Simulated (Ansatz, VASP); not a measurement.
**Two plane-wave programs on Y**

```xyz
2
Lattice="3.5393 0.0000 0.0000 -1.7696 3.0651 0.0000 0.0000 0.0000 5.5248" Properties=species:S:1:pos:R:3 pbc="T T T"
Y     0.0000    2.0434    1.3812
Y     1.7696    1.0217    4.1436
```

Alike in both runs: task single point; functional LDA; k mesh 5 × 5 × 3; occupations fermi-dirac, width 0.1 eV; no spin polarisation.

|  | VASP | Ansatz |
| --- | --- | --- |
| version | VASP 6.6.1 | Ansatz 0.2.0 |
| potentials or method | VASP PAW LDA potentials, release 64 (Y_sv), cutoff 520 eV | plane waves (420 eV) with PAW, scalar-relativistic |
| valence electrons in the cell | 22 | 22 |

|  | VASP | Ansatz | Ansatz less VASP |
| --- | --- | --- | --- |
| pressure (GPa) | -0.1 | 0.1 | +0.12 |
| traceless stress, the component that is largest in VASP (GPa) | -0.46 | -0.47 | -0.011 |

Ansatz warns that its potentials were made for another functional, while VASP's fit it. LDA's correlation is that of Perdew and Zunger in VASP and of Perdew and Wang (1992) in Ansatz.

The k mesh is coarse, so the values compare programs but aren't converged.
